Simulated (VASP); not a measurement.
Here is a VASP 6.6.1 calculation.

Contents of INCAR:

```
SYSTEM = In
PREC = Accurate
ENCUT = 500
EDIFF = 1E-7
ISMEAR = -1
SIGMA = 0.08
LREAL = .FALSE.
LASPH = .TRUE.
NELM = 120
ALGO = Normal
ISIF = 3
LWAVE = .FALSE.
LCHARG = .FALSE.
GGA = PE
IBRION = 2
NSW = 60
EDIFFG = -0.005
PSTRESS = 160.0
GGA_COMPAT = .FALSE.
NELMIN = 4
```

File KPOINTS:

```
Automatic mesh
0
G
  14 14 8
  0 0 0
```

POSCAR

```
In
1.0
    3.1411509431      0.0000000000      0.0000000000
   -1.5705754715      2.7203165138      0.0000000000
    0.0000000000      0.0000000000      5.0886645278
In
2
Direct
    0.3333333333      0.6666666667      0.2500000000
    0.6666666667      0.3333333333      0.7500000000
```

Potentials or basis: VASP PAW PBE potentials, release 64 (In_d).

Command:

```bash
$ cat potpaw_PBE.64/In_d/POTCAR > POTCAR
$ mpirun -np 1 vasp_std > vasp.out
```

**Question.** Estimate the space group after relaxing (to 0.1 Å).

**Answer.** P6_3/mmc (No. 194).

**Question.** What does it give for the band gap on the k mesh?

**Answer.** Zero (bands 13 and 14 overlap by 7.28 eV).

The path:
| step | energy change (eV) | largest force (eV/Å) | pressure (GPa) | volume (Å³) |
| --- | --- | --- | --- | --- |
| 1 | 0.0000 | 0.0000 | 15.67 | 43.48 |
| 2 | 0.0265 | 0.0000 | 16.34 | 43.20 |
| 3 | 0.0586 | 0.0000 | 17.16 | 42.87 |
| 4 | 0.0578 | 0.0000 | 17.15 | 42.87 |
| 5 | 0.0562 | 0.0000 | 17.13 | 42.87 |
| 6 | 0.0578 | 0.0000 | 17.14 | 42.87 |
| 7 | 0.0560 | 0.0000 | 17.12 | 42.87 |
| 8 | 0.0390 | 0.0000 | 16.71 | 43.03 |
| 9 | 0.0067 | 0.0000 | 15.91 | 43.35 |
| 10 | 0.0101 | 0.0000 | 16.01 | 43.32 |

Caveat: the cell is relaxed towards a set pressure, so the run minimises the enthalpy, not the energy; spin-orbit coupling is left out, which moves the levels of the heavy elements.
